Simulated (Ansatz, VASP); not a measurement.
**Pd: VASP beside Ansatz**

```
CELL_PARAMETERS angstrom
0.00000 1.87700 1.87700
1.87700 0.00000 1.87700
1.87700 1.87700 0.00000
ATOMIC_POSITIONS crystal
Pd 0.00000 0.00000 0.00000
```

Alike in both runs: task single point; functional PBE; k mesh 8 × 8 × 8; collinear spin.

|  | VASP | Ansatz |
| --- | --- | --- |
| version | VASP 6.6.1 | Ansatz 0.2 development build |
| potentials or method | VASP PAW PBE potentials, release 64 (Pd) | PAW hard, scalar-relativistic |
| plane-wave cutoff (eV) | 500 | 600 |
| occupations | fermi-dirac, width 0.1 eV | fermi-dirac |

|  | VASP | Ansatz | Ansatz less VASP |
| --- | --- | --- | --- |
| net moment per atom (μB) | 0.00 | 0.00 | 0.000 |

The k mesh is coarse, so the values compare programs but aren't converged.
